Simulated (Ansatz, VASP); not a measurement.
## C: VASP beside Ansatz

INCAR

```
SYSTEM = C
PREC = Accurate
ENCUT = 520
EDIFF = 1E-6
ISMEAR = 0
SIGMA = 0.05
LREAL = .FALSE.
LASPH = .TRUE.
NELM = 100
ALGO = Normal
ISIF = 2
LWAVE = .FALSE.
LCHARG = .FALSE.
GGA = PE
NBANDS = 31
```

The input KPOINTS:

```
regular mesh
0
G
  10 10 3
  0 0 0
```

The input POSCAR:

```
C
1.0
   -2.5194924611      0.0000000000      0.0000000000
   -1.2597462306     -2.1819444760      0.0000000000
    0.7558477384      0.7273148253     10.3668212017
C
10
Direct
   -0.1500099279      0.0248251803      0.8741755410
    0.8301299279      0.9751748197      0.7252244590
    0.0835327534      0.1086818835      0.1257456505
    0.7965872466      0.8913181165      0.4736543495
    0.1034065862      0.1583664656      0.2747993967
    0.7767134138      0.8416335344      0.3246006033
    0.1900035763      0.3748589408      0.9242768224
    0.4901164237      0.6251410592      0.6751231776
    0.4101879049      0.4253197623      0.0756592868
    0.4699320951      0.5746802377      0.5237407132
```

Input for Ansatz:

```yaml
crystal:
  lattice:
    - [-2.5194924611, 0.0, 0.0]
    - [-1.2597462306, -2.181944476, 0.0]
    - [0.7558477384, 0.7273148253, 10.3668212017]
  atoms:
    - { symbol: C, position: [-0.1500099279, 0.0248251803, 0.874175541] }
    - { symbol: C, position: [0.8301299279, 0.9751748197, 0.725224459] }
    - { symbol: C, position: [0.0835327534, 0.1086818835, 0.1257456505] }
    - { symbol: C, position: [0.7965872466, 0.8913181165, 0.4736543495] }
    - { symbol: C, position: [0.1034065862, 0.1583664656, 0.2747993967] }
    - { symbol: C, position: [0.7767134138, 0.8416335344, 0.3246006033] }
    - { symbol: C, position: [0.1900035763, 0.3748589408, 0.9242768224] }
    - { symbol: C, position: [0.4901164237, 0.6251410592, 0.6751231776] }
    - { symbol: C, position: [0.4101879049, 0.4253197623, 0.0756592868] }
    - { symbol: C, position: [0.4699320951, 0.5746802377, 0.5237407132] }
basis:
  ecutwfc: 420
kpoints:
  mp_grid: { grid: [10, 10, 3] }
hamiltonian:
  xc: pbe
scf:
  occupations: { method: gaussian, width: 0.05 }
output:
  forces: true
  stress: true
  eigenvalues: true
```

Alike in both runs: task single point; functional PBE; k mesh 10 × 10 × 3; occupations gaussian, width 0.05 eV; no spin polarisation.

|  | VASP | Ansatz |
| --- | --- | --- |
| version | VASP 6.6.1 | Ansatz 0.2.0 |
| potentials or method | VASP PAW PBE potentials, release 64 (C), cutoff 520 eV | scalar-relativistic, plane waves, PAW |
| valence electrons in the cell | 40 | 40 |

```tsv
	VASP	Ansatz	Ansatz less VASP
gap on the k mesh at the Fermi level (eV)	3.69	3.69	+0.006
least direct gap on the mesh (eV)	4.86	4.87	+0.006
pressure (GPa)	0.7	0.0	-0.65
traceless stress, the component that is largest in VASP (GPa)	20.77	20.78	+0.005
rms of the force components (eV/Å)	0.852	0.854	+0.0019
```

Atom by atom the forces differ by 0.005 eV/Å (rms over components). The functional is the same, so the differences come from potentials, cutoffs and numerics.
